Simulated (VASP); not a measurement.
## In15GaP16 (a cell with a defect): single point with PBE

In15GaP16 (a cell with a defect):

```xyz
32
Lattice="-5.9598 5.9598 5.9598 5.9598 -5.9598 5.9598 5.9598 5.9598 -5.9598" Properties=species:S:1:pos:R:3 pbc="T T T"
Ga    0.0000    0.0000    5.9598
In    5.9620    3.0082    2.9515
In    0.0000    5.9598    0.0000
In   -2.9515    2.9515    5.9620
In    0.0022    2.9515    3.0082
In    3.0082    5.9620    2.9515
In    2.9515    2.9515    5.9576
In    0.0000    0.0000    0.0000
In   -3.0082    5.9576    2.9515
In    5.9576    3.0082   -2.9515
In    5.9598    0.0000    0.0000
In    2.9515   -2.9515    5.9620
In    5.9576   -3.0082    2.9515
In    3.0082    5.9576   -2.9515
In    3.0082    3.0082   -0.0022
In    2.9515    0.0022    3.0082
P     1.4064   -1.4064    4.5533
P     7.4639    1.4812    1.5041
P     1.4812    4.4557   -1.5041
P    -1.4064    1.4064    4.5533
P     1.5041    1.5041    1.4812
P     4.5533    4.5533    1.4064
P     4.4786    1.5041    4.4557
P    -4.4557    4.4557    4.4786
P    -1.4812    4.4557    1.5041
P     1.4812    7.4639    1.5041
P     1.5041    4.4786    4.4557
P     4.4557   -4.4557    4.4786
P     1.4064    1.4064    7.3662
P     4.4557    4.4557   -4.4786
P     4.4557    1.4812   -1.5041
P     4.4557   -1.4812    1.5041
```

| Quantity | Value |
| --- | --- |
| Program | VASP 6.6.1 |
| Task | single point |
| Functional | PBE |
| Potentials or basis | VASP PAW PBE potentials, release 64 (Ga_d, In_d, P) |
| Cutoff | 520 eV |
| k mesh | 2 × 2 × 2 |
| Occupations | gaussian, width 0.02 eV |
| Spin | collinear spin |
| Dipole correction | no |
| Charge | 1 |
| Further INCAR settings | LREAL = Auto; ALGO = Normal; EDIFF = 1e-07; NBANDS = 170; NELECT = 287.0 |

- Largest force: 0.022 eV/Å
- Net moment: 0.00 μB per cell
- Valence electrons inside the program's atomic spheres: Ga 11.58; In 11.41; P 2.48

Forces in eV/Å, atoms in the order of the input:
```
Ga   0.000  0.000  0.000
In   0.016 -0.010  0.010
In   0.000  0.000  0.000
In  -0.010  0.010  0.016
In   0.016  0.010 -0.010
In  -0.010  0.016  0.010
In   0.010  0.010 -0.016
In   0.000  0.000  0.000
In   0.010 -0.016  0.010
In  -0.016 -0.010 -0.010
In   0.000  0.000  0.000
In   0.010 -0.010  0.016
In  -0.016  0.010  0.010
In  -0.010 -0.016 -0.010
In  -0.010 -0.010 -0.016
In   0.010  0.016 -0.010
P   -0.001  0.001  0.001
P    0.002  0.017  0.002
P    0.017 -0.002 -0.002
P    0.001 -0.001  0.001
P    0.002  0.002  0.017
P    0.001  0.001 -0.001
P   -0.017  0.002 -0.002
P    0.002 -0.002 -0.017
P   -0.017 -0.002  0.002
P    0.017  0.002  0.002
P    0.002 -0.017 -0.002
P   -0.002  0.002 -0.017
P   -0.001 -0.001 -0.001
P   -0.002 -0.002  0.017
P   -0.002  0.017 -0.002
P   -0.002 -0.017  0.002
```

Levels at points of the mesh, in eV from the Fermi level:
Spin up:
| k point | band 141 | band 142 | band 143 | band 144 | band 145 | band 146 | band 147 | band 148 |
| --- | --- | --- | --- | --- | --- | --- | --- | --- |
| (0.00, 0.00, 0.00) | -0.69 | 0.17 | 0.17 | 0.17 | 0.59 | 2.07 | 2.07 | 2.07 |
| (0.50, 0.00, 0.00) | -0.78 | -0.78 | -0.07 | -0.01 | 2.23 | 2.33 | 2.39 | 2.50 |
| (0.50, 0.50, 0.50) | -0.68 | -0.68 | -0.66 | -0.66 | 1.46 | 1.58 | 1.58 | 1.58 |
Spin down:
```
           k point  band 141  band 142  band 143  band 144  band 145  band 146  band 147  band 148
(0.00, 0.00, 0.00)     -0.69      0.17      0.17      0.17      0.59      2.07      2.07      2.07
(0.50, 0.00, 0.00)     -0.78     -0.78     -0.07     -0.01      2.23      2.33      2.39      2.50
(0.50, 0.50, 0.50)     -0.68     -0.68     -0.66     -0.66      1.46      1.58      1.58      1.58
```

It took 7.7 min on 4 MPI ranks on Intel(R) Xeon(R) 6975P-C (Granite Rapids) (shared host), peak memory 0.98 GiB a rank.

Caveat: the k points lie up to 0.37 Å⁻¹ apart; the cell carries a net charge on a neutralising background, which shifts energy and pressure; the cell is charged against a uniform background, so pressure and absolute levels hang on convention; spin-orbit coupling is left out, which moves the levels of the heavy elements.
